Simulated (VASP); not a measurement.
Wanted: the native input for a VASP 6.6.1 run.

| Quantity | Value |
| --- | --- |
| Task | single point |
| Functional | PBE |
| Potentials or basis | VASP PAW PBE potentials, release 64 (Rh_sv_GW) |
| Cutoff | 530 eV |
| k mesh | 6 × 6 × 4 |
| Occupations | gaussian, width 0.1 eV |
| Spin | no spin polarisation |
| Hubbard terms | Rh d U = 2.7 eV |
| Dipole correction | no |
| Second run | valence_matched |
| Further INCAR settings | ALGO = Normal; EDIFF = 1e-06; NBANDS = 24 |

The structure of Rh lies in POSCAR:

```
Rh
1.0
    2.7309790422      0.0000000000      0.0000000000
   -1.3654895211      2.3650972278      0.0000000000
    0.0000000000      0.0000000000      4.4284890000
Rh
2
Direct
    0.6666666667      0.3333333333      0.7500000000
    0.3333333333      0.6666666667      0.2500000000
```

The input as run:

INCAR

```
ALGO = Normal
EDIFF = 1E-6
ENCUT = 530
GGA = PE
GGA_COMPAT = False
ISIF = 2
ISMEAR = 0
LASPH = True
LCHARG = False
LDAU = True
LDAUJ = 0
LDAUL = 2
LDAUPRINT = 1
LDAUTYPE = 2
LDAUU = 2.7
LMAXMIX = 4
LREAL = False
LWAVE = False
NBANDS = 24
NELM = 200
PREC = Accurate
SIGMA = 0.1
```

KPOINTS

```
k-points
0
Gamma
  6 6 4
```

Potentials or basis: VASP PAW PBE potentials, release 64 (Rh_sv_GW).

The run is started by

```sh
$ cat potpaw_PBE.64/Rh_sv_GW/POTCAR > POTCAR
$ mpirun -np 1 vasp_std > vasp.out
```

Results of the run:

```
Pressure               : -7.6 GPa
Band gap on the k mesh : zero (band 17 reaches 10.62 eV, above the bottom of band 18 at 8.42 eV)
```

Caveat: the k points lie up to 0.44 Å⁻¹ apart; U without spin polarisation on a metal has little footing; the U is typed as a test and isn't derived for this compound.

Wall time 16 s on 1 thread of Intel(R) Xeon(R) Platinum 8488C (Sapphire Rapids), on a shared host, peak memory 0.16 GiB.
